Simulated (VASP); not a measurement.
Crystal: HfN.

```
Hf N
1.0
     0.00000    2.45482    2.45482
     2.45482    0.00000    2.45482
     2.45482    2.45482    0.00000
Hf N
1 1
Direct
  0.00000 0.00000 0.00000
  0.25000 0.25000 0.25000
```

```yaml
Program: VASP 6.6.1
Task: relaxation of cell and atoms
Functional: PBEsol-based screened hybrid with 25 % exact exchange
Potentials_or_basis: VASP PAW PBE potentials, release 64 (Hf_pv, N)
Cutoff: 600 eV
k_mesh: 5 × 5 × 5
Occupations: fermi-dirac, width 0.05 eV
Spin: no spin polarisation
```

At the start: pressure -8.0 GPa; volume 14.79 Å³/atom.

Task: How do energy, volume and symmetry change on relaxing?

Result: Over 4 steps the energy falls by 14.7 meV/atom and the volume is 14.22 Å³/atom (-3.8 %); space group F-43m (No. 216, to 0.1 Å) before and after.

Step by step:
| step | energy change (eV) | largest force (eV/Å) | pressure (GPa) | volume (Å³) |
| --- | --- | --- | --- | --- |
| 1 | 0.0000 | 0.0000 | -8.01 | 29.59 |
| 2 | 0.0703 | 0.0000 | 17.69 | 26.53 |
| 3 | -0.0294 | 0.0000 | -0.19 | 28.47 |
| 4 | -0.0294 | 0.0000 | -0.03 | 28.45 |

Final structure:
```yaml
crystal:
  lattice:
    - [0.00000, 2.42295, 2.42295]
    - [2.42295, 0.00000, 2.42295]
    - [2.42295, 2.42295, 0.00000]
  atoms:
    - { symbol: Hf, position: [0.00000, 0.00000, 0.00000] }
    - { symbol: N, position: [0.25000, 0.25000, 0.25000] }
```

Caveat: the k points lie up to 0.45 Å⁻¹ apart in the final cell, too coarse for converged energies and pressures of a metal; the PAW data sets were made with another functional, which shifts forces and pressure a little.
